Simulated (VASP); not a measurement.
A run of VASP 6.6.1 is set up as follows.

Contents of INCAR:

```
SYSTEM = Al
ALGO     = Fast           ! electronic algorithm
EDIFF    = 1E-7           ! SCF threshold, eV
ENCUT    = 520            ! plane-wave cutoff, eV
GGA      = PS             ! functional
ISIF     = 2              ! what is computed and relaxed
ISMEAR   = 0              ! smearing method
IVDW     = 12             ! dispersion correction
LASPH    = .True.         ! aspherical terms in the spheres
LCHARG   = .False.        ! write CHGCAR
LREAL    = .False.        ! projectors in reciprocal space
LWAVE    = .False.        ! write WAVECAR
NBANDS   = 8              ! bands
NELM     = 80             ! most SCF steps
PREC     = Accurate       ! precision mode
SIGMA    = 0.15           ! smearing width, eV
```

File KPOINTS:

```
k-points
0
Gamma
  26 26 26
  0 0 0
```

File POSCAR:

```
Al
1.0
    0.0000000000      1.9812776140      2.1546394052
    1.9812776140      0.0000000000      2.1546394052
    1.9812776140      1.9812776140      0.0000000000
Al
1
Direct
    0.0000000000      0.0000000000      0.0000000000
```

Potentials or basis: VASP PAW PBE potentials, release 64 (Al).

The run is started by

```console
$ cat potpaw_PBE.64/Al/POTCAR > POTCAR
$ mpirun -np 1 vasp_std > vasp.out
```

Task: Predict the pressure.

Result: -5.8 GPa.

Task: Estimate the dispersion energy per atom.

Result: -0.309 eV.

Stress tensor (GPa, compression positive):
```
-4.44  0.00  0.00
 0.00 -4.44  0.00
 0.00  0.00 -8.56
```

Caveat: the cell differs from its parent crystal (strain +0.0875 x Voigt [0, 0, 1, 0, 0, 0]); the PAW data sets were made with another functional, which shifts forces and pressure a little; pairwise dispersion overbinds metals, which lowers pressure and volume.
